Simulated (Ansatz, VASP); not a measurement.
# SiSb2Cl2: VASP beside Ansatz

```
Si Sb Cl
1.0
    -2.25252    2.25252    5.91008
     2.25252   -2.25252    5.91008
     2.25252    2.25252   -5.91008
Si Sb Cl
1 2 2
Cartesian
  0.0000 0.0000 0.0000
  2.2525 0.0000 2.9550
  0.0000 2.2525 2.9550
  0.0000 0.0000 7.3994
  0.0000 0.0000 4.4207
```

Alike in both runs: task single point; functional PBE; k mesh 6 × 6 × 6; occupations gaussian, width 0.1 eV; no spin polarisation.

|  | VASP | Ansatz |
| --- | --- | --- |
| version | VASP 6.6.1 | Ansatz 0.2.0 |
| potentials or method | VASP PAW PBE potentials, release 64 (Si, Sb, Cl), cutoff 520 eV | scalar-relativistic, plane waves, PAW |
| valence electrons in the cell | 28 | 48 |

```csv
,VASP,Ansatz,Ansatz less VASP
gap on the k mesh at the Fermi level (eV),none,none,-
pressure (GPa),10.9,11.1,+0.23
"traceless stress, the component that is largest in VASP (GPa)",-4.25,-4.31,-0.056
rms of the force components (eV/Å),1.095,1.106,+0.0108
```

Atom by atom the forces differ by 0.011 eV/Å (rms over components). A gap of «none» marks a metal or a gap that the smearing closes. VASP's potentials hold 28 valence electrons a cell and Ansatz's 48, so a difference there can come from the potentials and not from the codes.

Neither program's run includes spin-orbit coupling.
